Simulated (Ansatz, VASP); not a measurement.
# One calculation of ZrN, two programs

```
CELL_PARAMETERS angstrom
0.00000 2.30000 2.30000
2.30000 0.00000 2.30000
2.30000 2.30000 0.00000
ATOMIC_POSITIONS crystal
Zr 0.50000 0.50000 0.50000
N 0.00000 0.00000 0.00000
```

Alike in both runs: task relaxation of cell and atoms; functional PBE; dispersion D4; k mesh 11 × 11 × 11; occupations fermi-dirac, width 0.15 eV; no spin polarisation.

|  | VASP | Ansatz |
| --- | --- | --- |
| version | VASP 6.6.1 | Ansatz 0.2.0 |
| potentials or method | VASP PAW PBE potentials, release 64 (Zr_sv, N), cutoff 600 eV | plane waves, PAW |
| valence electrons in the cell | 17 | 17 |

|  | VASP | Ansatz | Ansatz less VASP |
| --- | --- | --- | --- |
| relaxed volume (Å³/atom) | 11.93 | 11.92 | -0.008 |
| relaxed length of the cell vector where the two differ most in proportion (Å) | 3.231 | 3.230 | -0.0007 |
